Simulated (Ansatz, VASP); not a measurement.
## BN: VASP beside Ansatz

File INCAR:

```
SYSTEM = BN
ALGO = Normal
EDIFF = 1E-6
ENCUT = 520
GGA = PE
ISIF = 2
ISMEAR = -1
LASPH = .True.
LCHARG = .False.
LREAL = .False.
LWAVE = .False.
NBANDS = 16
NELM = 100
PREC = Accurate
SIGMA = 0.05
```

Contents of KPOINTS:

```
k-points
0
Gamma
  12 12 6
  0 0 0
```

Contents of POSCAR:

```
BN
1.0
    2.5360000000      0.0000000000      0.0000000000
   -1.2680000000      2.1962400000      0.0000000000
    0.0000000000      0.0000000000      4.1570100000
B N
2 2
Direct
    0.6666666667      0.3333333333      0.0000000000
    0.3333333333      0.6666666667      0.5000000000
    0.6666666667      0.3333333333      0.3750000000
    0.3333333333      0.6666666667      0.8750000000
```

Input for Ansatz:

```yaml
crystal:
  lattice:
    - [2.536, 0.0, 0.0]
    - [-1.268, 2.19624, 0.0]
    - [0.0, 0.0, 4.15701]
  atoms:
    - { symbol: B, position: [0.6666666666666666, 0.3333333333333333, 0.0] }
    - { symbol: B, position: [0.3333333333333333, 0.6666666666666666, 0.5] }
    - { symbol: "N", position: [0.6666666666666666, 0.3333333333333333, 0.375] }
    - { symbol: "N", position: [0.3333333333333333, 0.6666666666666666, 0.875] }
basis:
  ecutwfc: 520.0
kpoints:
  mp_grid:
    grid: [12, 12, 6]
hamiltonian:
  xc: pbe
scf:
  occupations:
    method: fermi_dirac
    width: 0.05
output:
  stress: true
```

Alike in both runs: task single point; functional PBE; k mesh 12 × 12 × 6; occupations fermi-dirac, width 0.05 eV; no spin polarisation.

|  | VASP | Ansatz |
| --- | --- | --- |
| version | VASP 6.6.1 | Ansatz 0.2.0 |
| potentials or method | VASP PAW PBE potentials, release 64 (B, N), cutoff 520 eV | plane waves, PAW |
| valence electrons in the cell | 16 | 16 |

|  | VASP | Ansatz | Ansatz less VASP |
| --- | --- | --- | --- |
| pressure (GPa) | 12.5 | 12.2 | -0.30 |
| traceless stress, the component that is largest in VASP (GPa) | 6.10 | 6.09 | -0.017 |
